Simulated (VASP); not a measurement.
# H (C2/m) in VASP: a series of runs

The runs below take H through single point, with PBEsol.

Program: VASP 6.6.1. These are calculated values, not measurements. Logs are shortened: lines on timing, memory, paths and dates and some standing lists are left out, and cuts for length are marked.

### 1 The cell of the first run

The structure is monoclinic, space group C2/m (No. 12). The conventional cell has a = 6.660 Å, b = 3.840 Å, c = 5.053 Å, α = 90.00°, β = 95.72°, γ = 90.00°. Within 1.0 Å of H (site symmetry m) lie 1 H at 0.74 Å. H (site symmetry m) has 1 H at 0.74 Å within 1.0 Å.

### 2 Single point, PBEsol (strain -0.1000 x Voigt [0, 0, 0, 1, 0, 0])

INCAR

```
PREC = Accurate
ENCUT = 500
EDIFF = 1E-6
ISMEAR = 0
SIGMA = 0.05
LREAL = False
LASPH = True
NELM = 120
ALGO = Normal
ISIF = 2
LWAVE = False
LCHARG = False
GGA = PS
NBANDS = 10
GGA_COMPAT = False
```

KPOINTS

```
regular mesh
0
Gamma
  9 9 6
```

POSCAR

```
H
1.0
    3.8401304226      0.0000000000      0.0000000000
   -1.9200652113      3.3256504998     -0.1662825250
    0.0000000000     -0.2523330775      5.0466615500
H
4
Direct
    0.3333333333      0.6666666667      0.1764958800
    0.6666666667      0.3333333333      0.6764958800
    0.6666666667      0.3333333333      0.8235041200
    0.3333333333      0.6666666667      0.3235041200
```

Potentials or basis: VASP PAW PBE potentials, release 64 (H).

Run with:

```
> cat potpaw_PBE.64/H/POTCAR > POTCAR
> mpirun -np 1 vasp_std > vasp.out
```

OUTCAR:

```text
PREC = Accurate
   ENCUT = 500
   EDIFF = 1E-6
   ISMEAR = 0
   LREAL = False
   LASPH = True
   NELM = 120
   ISIF = 2
   GGA = PS

 ion  position               nearest neighbor table
   1  0.333  0.667  0.176-   4 0.74
   2  0.667  0.333  0.676-   3 0.74
   3  0.667  0.333  0.824-   2 0.74
   4  0.333  0.667  0.324-   1 0.74

  LATTYP: Found a base centered monoclinic cell.
 ALAT       =     6.6596099360
 B/A-ratio  =     0.5766299317
 C/A-ratio  =     0.7587480329
 COS(beta)  =    -0.0997506234

  Lattice vectors:

 A1 = (   1.9200652113,   3.3256504998,  -0.1662825250)
 A2 = (  -1.9200652113,   3.3256504998,  -0.1662825250)
 A3 = (   0.0000000000,  -0.2523330775,   5.0466615500)

Analysis of symmetry for initial positions (statically):
=====================================================================
 Subroutine PRICEL returns:
 Original cell was already a primitive cell.

 Routine SETGRP: Setting up the symmetry group for a
 base centered monoclinic supercell.

 Subroutine GETGRP returns: Found  4 space group operations
 (whereof  4 operations were pure point group operations)
 out of a pool of  4 trial point group operations.

The static configuration has the point symmetry C_2h.

Analysis of symmetry for dynamics (positions and initial velocities):
=====================================================================
 Subroutine PRICEL returns:
 Original cell was already a primitive cell.

 Routine SETGRP: Setting up the symmetry group for a
 base centered monoclinic supercell.

 Subroutine GETGRP returns: Found  4 space group operations
 (whereof  4 operations were pure point group operations)
 out of a pool of  4 trial point group operations.

The dynamic configuration has the point symmetry C_2h.

 Subroutine INISYM returns: Found  4 space group operations
 (whereof  4 operations are pure point group operations),
 and found     1 'primitive' translations

----------------------------------------------------------------------------------------

                                     Primitive cell

  volume of cell :      64.2894

  direct lattice vectors                    reciprocal lattice vectors
     3.840130423  0.000000000  0.000000000     0.260407822  0.150723335  0.007536167
    -1.920065211  3.325650500 -0.166282525     0.000000000  0.301446669  0.015072333
     0.000000000 -0.252333078  5.046661550     0.000000000  0.009932371  0.198647414

  length of vectors
     3.840130423  3.843728859  5.052965939     0.300975998  0.301823242  0.198895568

  position of ions in fractional coordinates (direct lattice)
     0.333333333  0.666666667  0.176495880
     0.666666667  0.333333333  0.676495880
     0.666666667  0.333333333  0.823504120
     0.333333333  0.666666667  0.323504120

  ion indices of the primitive-cell ions
   primitive index   ion index
                 1           1
                 2           2
                 3           3
                 4           4

----------------------------------------------------------------------------------------

 KPOINTS: regular mesh

Automatic generation of k-mesh.
 Grid dimensions read from file:
 generate k-points for:    9    9    6

 Generating k-lattice:

  Cartesian coordinates                     Fractional coordinates (reciprocal lattice)
     0.028934202  0.016747037  0.000837352     0.111111111 -0.000000000  0.000000000
     0.000000000  0.033494074  0.001674704     0.000000000  0.111111111  0.000000000
     0.000000000  0.001655395  0.033107902     0.000000000  0.000000000  0.166666667

  Length of vectors
     0.033441778  0.033535916  0.033149261

  Shift w.r.t. Gamma in fractional coordinates (k-lattice)
     0.000000000  0.000000000  0.000000000

 Subroutine IBZKPT returns following result:
 ===========================================

 Found    140 irreducible k-points:

 Following reciprocal coordinates:
            Coordinates               Weight
  0.000000  0.000000  0.000000      1.000000
  0.111111  0.000000  0.000000      4.000000
  0.222222  0.000000  0.000000      4.000000
  0.333333 -0.000000  0.000000      4.000000
  0.444444  0.000000  0.000000      4.000000
  0.000000  0.111111  0.000000      2.000000
[... 16 lines left out ...]
  0.333333  0.333333  0.000000      2.000000
  0.000000  0.444444  0.000000      2.000000
 [... further k-points ...]
   k-points           NKPTS =    140   k-points in BZ     NKDIM =    140   number of bands    NBANDS=     10
   number of dos      NEDOS =    301   number of ions     NIONS =      4
   total plane-waves  NPLWV =  31360
   dimension x,y,z NGX =    28 NGY =   28 NGZ =   40
   dimension x,y,z NGXF=    56 NGYF=   56 NGZF=   80
   ions per type =               4
   NGX,Y,Z   is equivalent  to a cutoff of  12.12, 12.11, 13.16 a.u.
   NGXF,Y,Z  is equivalent  to a cutoff of  24.24, 24.22, 26.32 a.u.
 SYSTEM =  unknown system
   PREC   = accura    normal or accurate (medium, high low for compatibility)
   ISTART =      0    job   : 0-new  1-cont  2-samecut
   ICHARG =      2    charge: 1-file 2-atom 10-const
   ISPIN  =      1    spin polarized calculation?
   LNONCOLLINEAR =      F non collinear calculations
   LSORBIT =      F    spin-orbit coupling
   LASPH  =      T    aspherical Exc in radial PAW
   ENCUT  =  500.0 eV  36.75 Ry    6.06 a.u.   7.00  7.01  9.21*2*pi/ulx,y,z
   NELM   =    120;   NELMIN=  2; NELMDL= -5     # of ELM steps
   EDIFF  = 0.1E-05   stopping-criterion for ELM
   LREAL  =      F    real-space projection
   EDIFFG = 0.1E-04   stopping-criterion for IOM
   NSW    =      0    number of steps for IOM
   IBRION =     -1    ionic relax: 0-MD 1-quasi-New 2-CG
   NFREE  =      0    steps in history (QN), initial steepest desc. (CG)
   ISIF   =      2    stress and relaxation
   ISYM   =      2    0-nonsym 1-usesym 2-fastsym
   POTIM  = 0.5000    time-step for ionic-motion
   TEBEG  =    0.0;   TEEND  =   0.0 temperature during run
   PSTRESS=    0.0 pullay stress
   NELECT =       4.0000    total number of electrons
   NUPDOWN=      -1.0000    fix difference up-down
   EMIN   =  10.00;   EMAX   =-10.00  energy-range for DOS
   EFERMI =   0.00;   METHOD = LEGACY
   ISMEAR =     0;   SIGMA  =   0.05  broadening in eV -4-tet -1-fermi 0-gaus
   EFERMI_NEDOS =   21; number of points for ismear=-14 and -15
   IALGO  =     38    algorithm
   IMIX   =      4    mixing-type and parameters
     AMIX     =   0.40;   BMIX     =  1.00
     AMIX_MAG =   1.60;   BMIX_MAG =  1.00
  volume/ion in A,a.u.               =      16.07       108.46
  Fermi-wavevector in a.u.,A,eV,Ry     =   0.648707  1.225878  5.725606  0.420820
  Thomas-Fermi vector in A             =   1.717426
   LORBIT       =      0    0 simple, 1 ext, 2 COOP (PROOUT), +10 PAW based schemes
   GGA     = PS    functional components
   LHFCALC =     F    Hartree Fock is set to
   AEXX    =    0.0000 exact exchange contribution
   IVDW    =     0    specifies the selected vdW correction
   LEPSILON=     F    determine dielectric tensor
   LRPA    =     F    only Hartree local field effects (RPA)
 non-spin polarized calculation
 Gauss-broadening in eV      SIGMA  =   0.05
  energy-cutoff  :      500.00
  volume of cell :       64.29
 maximum number of plane-waves:      1651
   NGX = 13   NGY = 13   NGZ = 19

 number of electron       4.0000003 magnetization

 Free energy of the ion-electron system (eV)
  ---------------------------------------------------
  ext. energy  EPLUGINS =         0.00000000
  ---------------------------------------------------
  free energy    TOTEN  =       -13.04200113 eV

  energy without entropy =      -13.04200113  energy(sigma->0) =      -13.04200113

 E-fermi :  -8.5276     XC(G=0):  -4.4887

 val. band max:       -8.7386699906   @ k =   0.0000   0.0000   0.0000
 cond. band min:       0.5840197131   @ k =   0.0000   0.0000   0.0000
 fundamental gap:      9.3226897037
 Fermi energy:        -8.5275510326

 k-point     1 :       0.0000    0.0000    0.0000
  band No.  band energies     occupation
      1     -10.1879      2.00000
      2      -8.7387      2.00000
      3       0.5840      0.00000
      4       3.2194      0.00000
      5       6.2939      0.00000
      6       7.7328      0.00000
      7       8.3871      0.00000
      8       8.4192      0.00000
      9       9.7994      0.00000
     10       9.8734      0.00000

 k-point     2 :       0.1111    0.0000    0.0000
  band No.  band energies     occupation
      1     -10.1231      2.00000
      2      -8.7448      2.00000
      3       0.7276      0.00000
      4       3.0212      0.00000
      5       5.6451      0.00000
      6       7.4394      0.00000
      7       7.7448      0.00000
      8       8.3574      0.00000
      9      10.5462      0.00000
     10      10.5855      0.00000

 k-point     3 :       0.2222    0.0000    0.0000
  band No.  band energies     occupation
      1      -9.9425      2.00000
      2      -8.7725      2.00000
      3       1.1497      0.00000
      4       2.5176      0.00000
      5       4.6540      0.00000
      6       6.6395      0.00000
      7       6.8936      0.00000
      8       8.0780      0.00000
      9      10.5204      0.00000
     10      11.0082      0.00000

 k-point     4 :       0.3333   -0.0000    0.0000
  band No.  band energies     occupation
      1      -9.6927      2.00000
      2      -8.8428      2.00000
      3       1.8128      0.00000
      4       1.9250      0.00000
      5       3.9978      0.00000
      6       5.5537      0.00000
      7       6.2824      0.00000
      8       7.7026      0.00000
      9       9.5576      0.00000
     10      10.1744      0.00000

 k-point     5 :       0.4444    0.0000    0.0000
  band No.  band energies     occupation
      1      -9.4682      2.00000
      2      -8.9466      2.00000
      3       1.5313      0.00000
      4       2.5491      0.00000
      5       3.7408      0.00000
      6       4.5129      0.00000
      7       5.9697      0.00000
      8       7.4641      0.00000
      9       8.9913      0.00000
     10       9.6654      0.00000

 k-point     6 :       0.0000    0.1111    0.0000
  band No.  band energies     occupation
      1     -10.1225      2.00000
      2      -8.7459      2.00000
      3       0.7273      0.00000
      4       3.0205      0.00000
      5       5.6535      0.00000
      6       7.4434      0.00000
      7       7.7089      0.00000
      8       8.3604      0.00000
      9      10.5406      0.00000
     10      10.6153      0.00000
[... 183 lines left out ...]
 k-point    21 :       0.1111    0.3333    0.0000
  band No.  band energies     occupation
      1      -9.5266      2.00000
      2      -8.9192      2.00000
      3       1.7268      0.00000
      4       2.2330      0.00000
      5       3.8497      0.00000
      6       4.7883      0.00000
      7       5.3974      0.00000
      8       8.3098      0.00000
      9       9.0683      0.00000
     10       9.9801      0.00000

 k-point    22 :       0.2222    0.3333    0.0000
  band No.  band energies     occupation
      1      -9.3362      2.00000
      2      -9.0246      2.00000
      3       1.7062      0.00000
      4       2.8234      0.00000
      5       3.8268      0.00000
      6       3.9074      0.00000
      7       4.5822      0.00000
      8       7.5988      0.00000
      9       8.6794      0.00000
     10      10.9848      0.00000

 k-point    23 :       0.3333    0.3333    0.0000
  band No.  band energies     occupation
      1      -9.1713      2.00000
      2      -9.1543      2.00000
      3       1.7434      0.00000
      4       3.4384      0.00000
      5       3.4672      0.00000
      6       3.8924      0.00000
      7       3.9177      0.00000
      8       7.3029      0.00000
      9       8.2149      0.00000
     10      13.1224      0.00000

 k-point    24 :       0.0000    0.4444    0.0000
  band No.  band energies     occupation
      1      -9.4562      2.00000
      2      -8.9619      2.00000
      3       1.5290      0.00000
      4       2.4335      0.00000
      5       3.8352      0.00000
      6       4.5406      0.00000
      7       5.9144      0.00000
      8       7.4694      0.00000
      9       9.1687      0.00000
     10      10.4274      0.00000

 [... further k-points ...]

------------------------ aborting loop because EDIFF is reached ----------------------------------------

  FORCE on cell =-STRESS in cart. coord.  units (eV):
  Direction    XX          YY          ZZ          XY          YZ          ZX
  --------------------------------------------------------------------------------------
  -------------------------------------------------------------------------------------
  Total       -0.0679763     -0.0644083      0.7638338      0.0000000     -0.0305884      0.0000000
  in kB       -1.6940590     -1.6051384     19.0357419      0.0000000     -0.7623035      0.0000000
  external PRESSURE =       5.2455149 kB  Pullay stress =       0.0000000 kB

 VOLUME and BASIS-vectors are now :
 -----------------------------------------------------------------------------
  energy-cutoff  :      500.00
  volume of cell :       64.29
      direct lattice vectors                 reciprocal lattice vectors
     3.840130423  0.000000000  0.000000000     0.260407822  0.150723335  0.007536167
    -1.920065211  3.325650500 -0.166282525     0.000000000  0.301446669  0.015072333
     0.000000000 -0.252333078  5.046661550     0.000000000  0.009932371  0.198647414

 POSITION                                       TOTAL-FORCE (eV/Angst)
 -----------------------------------------------------------------------------------
     -0.00000      2.17256      0.77986         0.000000      0.027067     -0.573488
      1.92007      0.93785      3.35862        -0.000000      0.028451     -0.573149
      1.92007      0.90075      4.10052         0.000000     -0.027067      0.573488
     -0.00000      2.13547      1.52176         0.000000     -0.028451      0.573149
 -----------------------------------------------------------------------------------
    total drift:                                0.000000     -0.000000     -0.000000

  FREE ENERGIE OF THE ION-ELECTRON SYSTEM (eV)
  ---------------------------------------------------
  free  energy   TOTEN  =       -13.0420011303 eV

  energy  without entropy=      -13.0420011303  energy(sigma->0) =      -13.04200113
```

Run time: 48 s. Hardware: 1 thread of Intel Xeon 6455B, shared host; peak memory 0.21 GiB.

Results:

```yaml
Free_energy: -13.0420 eV
Pressure: 0.5 GPa
Largest_force: 0.574 eV/Å
Band_gap_on_the_k_mesh: 9.32 eV
```

Forces on the atoms (eV/Å):
```
H    0.000  0.027 -0.573
H    0.000  0.028 -0.573
H    0.000 -0.027  0.573
H    0.000 -0.028  0.573
```

Levels at points of the mesh, in eV from the valence-band top:
```csv
k point,band 1,band 2,band 3,band 4,band 5,band 6
"(0.00, 0.00, 0.00)",-1.45,0.00,9.32,11.96,15.03,16.47
"(0.00, 0.00, 0.50)",-0.79,-0.79,10.38,10.38,17.14,17.14
```

Caveat: the cell differs from its parent crystal (strain -0.1000 x Voigt [0, 0, 0, 1, 0, 0]); this functional lacks dispersion, which holds the molecules together, so the pressure and a relaxed volume are unreliable; the PAW data sets were made with another functional, which shifts forces and pressure a little; an odd mesh through Γ misses points on the zone boundary, where band edges can lie.

### 3 Single point, PBEsol (strain +0.0750 x Voigt [0, 0, 0, 1, 0, 0])

INCAR

```
SYSTEM = H
PREC = Accurate
ENCUT = 500
EDIFF = 1E-6
ISMEAR = 0
SIGMA = 0.05
LREAL = .FALSE.
LASPH = .TRUE.
NELM = 120
ALGO = Normal
ISIF = 2
LWAVE = .FALSE.
LCHARG = .FALSE.
GGA = PS
NBANDS = 10
GGA_COMPAT = .FALSE.
```

KPOINTS

```
Automatic mesh
0
G
  9 9 6
  0 0 0
```

Changes to POSCAR since step 2:

```diff
@@ -3,4 +3,4 @@
     3.8401304226      0.0000000000      0.0000000000
-   -1.9200652113      3.3256504998     -0.1662825250
-    0.0000000000     -0.2523330775      5.0466615500
+   -1.9200652113      3.3256504998      0.1247118937
+    0.0000000000      0.1892498081      5.0466615500
 H
```

Potentials or basis: VASP PAW PBE potentials, release 64 (H).

Run with:

```
> cat potpaw_PBE.64/H/POTCAR > POTCAR
> mpirun -np 1 vasp_std > vasp.out
```

It took 49 s on 1 thread of Intel Xeon 6455B, shared host; peak memory 0.21 GiB.

It converged, with:

```yaml
Free_energy: -13.0417 eV
Pressure: 0.5 GPa
Largest_force: 0.589 eV/Å
Band_gap_on_the_k_mesh: 9.32 eV
```

Forces on the atoms (eV/Å):
```
H    0.000 -0.022 -0.589
H    0.000 -0.021 -0.589
H    0.000  0.022  0.589
H    0.000  0.021  0.589
```

Stress tensor (GPa, compression positive):
```
-0.17  0.00  0.00
 0.00 -0.17  0.06
 0.00  0.06  1.95
```

Levels at points of the mesh, in eV from the valence-band top:
```
           k point  band 1  band 2  band 3  band 4  band 5  band 6
(0.00, 0.00, 0.00)   -1.44    0.00    9.32   11.97   15.03   16.53
(0.00, 0.00, 0.50)   -0.79   -0.79   10.38   10.38   17.15   17.15
```

Caveat: the cell differs from its parent crystal (strain +0.0750 x Voigt [0, 0, 0, 1, 0, 0]); this functional lacks dispersion, which holds the molecules together, so the pressure and a relaxed volume are unreliable; the PAW data sets were made with another functional, which shifts forces and pressure a little; an odd mesh through Γ misses points on the zone boundary, where band edges can lie.

[end of part 1 of 2]
